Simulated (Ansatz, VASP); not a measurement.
# One calculation of Sr2Br, two programs

```
CELL_PARAMETERS angstrom
6.45602 0.00000 0.00000
-3.22801 5.59108 0.00000
0.00000 0.00000 4.15075
ATOMIC_POSITIONS crystal
Sr 0.33333 0.66667 0.00000
Sr 0.66667 0.33333 0.00000
Br 0.00000 0.00000 0.00000
```

Alike in both runs: functional PBE; k mesh 12 × 12 × 12; occupations gaussian, width 0.1 eV; no spin polarisation.

Ansatz relaxed the structure, and its values are those at the end. VASP's run is a single point on that final structure, the one shown.

|  | VASP | Ansatz |
| --- | --- | --- |
| version | VASP 6.6.1 | Ansatz 0.2.0 |
| potentials or method | VASP PAW PBE potentials, release 64 (Sr_sv, Br), cutoff 520 eV | scalar-relativistic, plane waves, PAW |
| valence electrons in the cell | 27 | 27 |

```csv
,VASP,Ansatz,Ansatz less VASP
gap on the k mesh at the Fermi level (eV),none,none,-
pressure (GPa),0.0,0.0,-0.02
```

A gap of «none» marks a metal or a gap that the smearing closes.
